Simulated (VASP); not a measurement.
Write the native input for VASP 6.6.1 that does the following.

```
Task                               : single point
Functional                         : PBE0
Potentials or basis                : VASP PAW PBE potentials, release 64 (In_d)
Cutoff                             : 520 eV
k mesh                             : 6 × 6 × 6
Occupations                        : fermi-dirac, width 0.05 eV
Spin                               : no spin polarisation
Dipole correction                  : no
Grid for exact exchange (PRECFOCK) : Normal
Further INCAR settings             : ALGO = Normal; EDIFF = 1e-06; NBANDS = 12
```

The system is In.

```xyz
1
Lattice="-1.6255 1.6255 2.4737 1.6255 -1.6255 2.4737 1.6255 1.6255 -2.4737" Properties=species:S:1:pos:R:3 pbc="T T T"
In    0.0000    0.0000    0.0000
```

The input as run:

POSCAR

```
In
1.0
   -1.6254700000      1.6254700000      2.4737000000
    1.6254700000     -1.6254700000      2.4737000000
    1.6254700000      1.6254700000     -2.4737000000
In
1
Direct
    0.0000000000      0.0000000000      0.0000000000
```

INCAR.step1

```
SYSTEM = In
PREC = Accurate
ENCUT = 520
EDIFF = 1E-5
ISMEAR = -1
SIGMA = 0.05
LREAL = .FALSE.
LASPH = .TRUE.
NELM = 60
ALGO = Normal
ISIF = 2
LWAVE = .TRUE.
LCHARG = .FALSE.
NBANDS = 12
GGA = PE
```

INCAR.step2

```
SYSTEM = In
PREC = Accurate
ENCUT = 520
EDIFF = 1E-6
ISMEAR = -1
SIGMA = 0.05
LREAL = .FALSE.
LASPH = .TRUE.
NELM = 60
ALGO = Normal
ISIF = 2
LWAVE = .FALSE.
LCHARG = .FALSE.
GGA = PE
LHFCALC = .TRUE.
AEXX = 0.25
PRECFOCK = Normal
NBANDS = 12
ISTART = 1
```

KPOINTS

```
regular mesh
0
G
  6 6 6
  0 0 0
```

Potentials or basis: VASP PAW PBE potentials, release 64 (In_d).

Run with:

```sh
$ cat potpaw_PBE.64/In_d/POTCAR > POTCAR
$ cp INCAR.step1 INCAR
$ mpirun -np 1 vasp_std > vasp.out
$ cp INCAR.step2 INCAR
$ mpirun -np 1 vasp_std > vasp.out
```

Results of the run:

| Quantity | Value |
| --- | --- |
| Pressure | 0.3 GPa |

Caveat: the k points lie up to 0.46 Å⁻¹ apart; the PAW data sets were made with another functional, which shifts forces and pressure a little.

It took 14 min on 1 thread of Intel(R) Xeon(R) 6975P-C (Granite Rapids), with other jobs on the host, peak memory 0.18 GiB.
